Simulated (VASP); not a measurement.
Input of a VASP 6.6.1 run:

The input INCAR:

```
  PREC = Accurate
  ENCUT = 520
  EDIFF = 1E-8
  ISMEAR = -1
  SIGMA = 0.05
  LREAL = F
  LASPH = T
  NELM = 100
  ALGO = Normal
  ISIF = 2
  LWAVE = F
  LCHARG = F
  GGA = CA
  LEFG = T
  NBANDS = 33
```

The input KPOINTS:

```
regular mesh
0
Gamma
  9 9 9
```

File POSCAR:

```
ScGa3
1.0
    4.0950000000      0.0000000000      0.0000000000
    0.0000000000      4.0950000000      0.0000000000
    0.0000000000      0.0000000000      4.0540500000
Sc Ga
1 3
Direct
    0.0000000000      0.0000000000      0.0000000000
    0.0000000000      0.5000000000      0.5000000000
    0.5000000000      0.0000000000      0.5000000000
    0.5000000000      0.5000000000      0.0000000000
```

Potentials or basis: VASP PAW LDA potentials, release 64 (Sc_sv, Ga_d).

Command:

```bash
$ cat potpaw_LDA.64/Sc_sv/POTCAR potpaw_LDA.64/Ga_d/POTCAR > POTCAR
$ mpirun -np 1 vasp_std > vasp.out
```

Q: What does it give for the pressure?

A: -4.6 GPa.

Q: Estimate the band gap on the k mesh.

A: Zero (bands 25 and 26 overlap by 3.18 eV).

Electric field gradients, principal values (V/Å²):
| atom | least | middle | greatest (by size) |
| --- | --- | --- | --- |
| 1 Sc | 0.990 | 0.990 | -1.981 |
| 2 Ga | -31.066 | -33.178 | 64.244 |
| 3 Ga | -31.066 | -33.178 | 64.244 |
| 4 Ga | -30.627 | -30.627 | 61.254 |

Caveat: the cell differs from its parent crystal (zz strain of -1 %); the cell stands under tension; without QUAD_EFG the Cq values of the log hold for a quadrupole moment of 1 mb, not for the nuclei.
